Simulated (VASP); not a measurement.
Zn2SiN3: single point with PBE

Zn2SiN3:

```xyz
6
Lattice="4.8664 0.0000 0.0000 -2.4332 4.2144 0.0000 0.0000 0.0000 4.0099" Properties=species:S:1:pos:R:3 pbc="T T T"
Zn    0.0000    2.8096    0.0000
Zn    2.4332    1.4048    0.0000
Si    0.0000    0.0000    0.0000
N     2.4332    0.0000    2.0049
N    -1.2166    2.1072    2.0049
N     1.2166    2.1072    2.0049
```

* Program: VASP 6.6.1
* Task: single point
* Functional: PBE
* Potentials or basis: VASP PAW PBE potentials, release 64 (Zn, Si, N)
* Cutoff: 520 eV
* k mesh: 6 × 6 × 4
* Occupations: gaussian, width 0.1 eV
* Spin: no spin polarisation
* Dipole correction: no
* Further INCAR settings: ALGO = Normal; EDIFF = 1e-06; NBANDS = 30

```
Pressure : -14.6 GPa
```

Stress tensor (GPa, compression positive):
```
 -9.35   0.00   0.00
  0.00  -9.35   0.00
  0.00   0.00 -24.98
```

Levels at points of the mesh, in eV from the Fermi level:
| k point | band 20 | band 21 | band 22 | band 23 | band 24 | band 25 |
| --- | --- | --- | --- | --- | --- | --- |
| (0.00, 0.00, 0.00) | -0.59 | -0.38 | 1.12 | 1.12 | 1.33 | 1.98 |
| (0.50, 0.00, 0.00) | -0.91 | -0.90 | -0.89 | -0.64 | 0.46 | 1.20 |
| (0.00, 0.00, 0.50) | -2.54 | -0.41 | -0.41 | -0.07 | 1.36 | 1.95 |
| (0.50, 0.00, 0.50) | -1.17 | -1.04 | -0.55 | 1.09 | 1.61 | 1.85 |

Wall time 31 s on 1 thread of AMD EPYC 9R14 (Zen 4), on a shared host, peak memory 0.17 GiB.

Caveat: the k points lie up to 0.39 Å⁻¹ apart.
